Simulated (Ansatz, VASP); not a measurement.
Two plane-wave programs on Sr

Contents of INCAR:

```
SYSTEM = Sr
  ALGO = Fast
  EDIFF = 1E-6
  ENCUT = 520
  GGA = PS
  ISIF = 2
  ISMEAR = 0
  LASPH = .TRUE.
  LCHARG = .FALSE.
  LREAL = .FALSE.
  LWAVE = .FALSE.
  NBANDS = 17
  NELM = 80
  PREC = Accurate
  SIGMA = 0.15
```

File KPOINTS:

```
k-points
0
G
  12 12 8
  0 0 0
```

POSCAR

```
Sr
1.0
    4.6559357237      0.0000000000      0.0000000000
   -2.3279678618      3.2329920427      0.0000000000
    0.0000000000      0.0000000000      6.8785266096
Sr
2
Direct
    0.3333333333      0.6666666667      0.2500000000
    0.6666666667      0.3333333333      0.7500000000
```

Input for Ansatz:

```yaml
crystal:
  lattice:
    - [4.6559357237, 0.0, 0.0]
    - [-2.3279678618, 3.2329920427, 0.0]
    - [0.0, 0.0, 6.8785266096]
  atoms:
    - { symbol: Sr, position: [0.3333333333, 0.6666666667, 0.25] }
    - { symbol: Sr, position: [0.6666666667, 0.3333333333, 0.75] }
basis:
  ecutwfc: 420
kpoints:
  mp_grid: { grid: [12, 12, 8] }
hamiltonian:
  xc: pbesol
  pseudopotentials: { kind: paw }
scf:
  occupations: { method: gaussian, width: 0.15 }
output:
  forces: true
  stress: true
  eigenvalues: true
```

Change from the starting cell: strain +e along x and -e along y +0.1100, strain +e along z and -e/2 along x and y +0.0000.

Alike in both runs: task single point; functional PBEsol; k mesh 12 × 12 × 8; occupations gaussian, width 0.15 eV; no spin polarisation.

```csv
,VASP,Ansatz
version,VASP 6.6.1,Ansatz 0.2.0
potentials or method,"VASP PAW PBE potentials, release 64 (Sr_sv), cutoff 520 eV","scalar-relativistic, plane waves, PAW"
valence electrons in the cell,20,20
```

|  | VASP | Ansatz | Ansatz less VASP |
| --- | --- | --- | --- |
| gap on the k mesh at the Fermi level (eV) | none | none | - |
| pressure (GPa) | 0.1 | 0.1 | -0.01 |
| traceless stress, the component that is largest in VASP (GPa) | 1.36 | 1.36 | -0.001 |
| rms of the force components (eV/Å) | 0.115 | 0.115 | -0.0005 |

VASP's potentials were made for PBE, not for PBEsol. Atom by atom the forces differ by 0.001 eV/Å (rms over components). A gap of «none» marks a metal or a gap that the smearing closes. With one functional, cell and mesh, what is left measures potentials, basis and numerics.
